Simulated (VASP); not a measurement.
A run of VASP 6.6.1:

Contents of INCAR:

```
SYSTEM = Mo
ALGO = Fast ; EDIFF = 1E-6
ENCUT = 520 ; GGA = PE
ISIF = 2 ; ISMEAR = 0
LASPH = .True. ; LCHARG = .False.
LREAL = .False. ; LWAVE = .False.
NBANDS = 13 ; NELM = 80
PREC = Accurate ; SIGMA = 0.15
```

File KPOINTS:

```
k-points
0
Gamma
  20 20 20
  0 0 0
```

Contents of POSCAR:

```
Mo
1.0
   -1.4512078360      1.7672546234      1.5222393515
    1.4512078360     -1.7672546234      1.5222393515
    1.4512078360      1.7672546234     -1.5222393515
Mo
1
Direct
    0.0000000000      0.0000000000      0.0000000000
```

Potentials or basis: VASP PAW PBE potentials, release 64 (Mo_sv).

Launch:

```console
$ cat potpaw_PBE.64/Mo_sv/POTCAR > POTCAR
$ mpirun -np 1 vasp_std > vasp.out
```

Hardware: 1 thread of Intel(R) Xeon(R) Platinum 8259CL CPU @ 2.50GHz (Skylake/Cascade Lake), on a shared host.

How long does it take, and how much memory?

Run time: 3.3 min on 1 thread of Intel(R) Xeon(R) Platinum 8259CL CPU @ 2.50GHz (Skylake/Cascade Lake), on a shared host, peak memory 0.31 GiB. Counts: scf iterations 13, k points 1166.
